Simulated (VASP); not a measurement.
A run of VASP 6.6.1:

The input INCAR:

```
SYSTEM = NaH
PREC = Accurate ; ENCUT = 520
EDIFF = 1E-6 ; ISMEAR = 0
SIGMA = 0.05 ; LREAL = .FALSE.
LASPH = .TRUE. ; NELM = 100
ALGO = Normal ; ISIF = 2
LWAVE = .FALSE. ; LCHARG = .FALSE.
NBANDS = 11
```

File KPOINTS:

```
Automatic mesh
0
G
  8 8 8
  0 0 0
```

File POSCAR:

```
NaH
1.0
    0.0000000000      2.4034000000      2.4034000000
    2.4034000000      0.0000000000      2.4034000000
    2.4034000000      2.4034000000      0.0000000000
Na H
1 1
Direct
    0.0000000000      0.0000000000      0.0000000000
    0.5000000000      0.5000000000      0.5000000000
```

Potentials or basis: VASP PAW LDA potentials, release 64 (Na_pv, H).

Run with:

```sh
$ cat potpaw_LDA.64/Na_pv/POTCAR potpaw_LDA.64/H/POTCAR > POTCAR
$ mpirun -np 1 vasp_std > vasp.out
```

Hardware: 1 thread of Intel(R) Xeon(R) 6975P-C (Granite Rapids), with other jobs on the host.

Problem. Estimate the wall time of this run.

Solution. Wall time 5 s on 1 thread of Intel(R) Xeon(R) 6975P-C (Granite Rapids) (shared host), peak memory 0.13 GiB. Counts: scf iterations 11, k points 29.
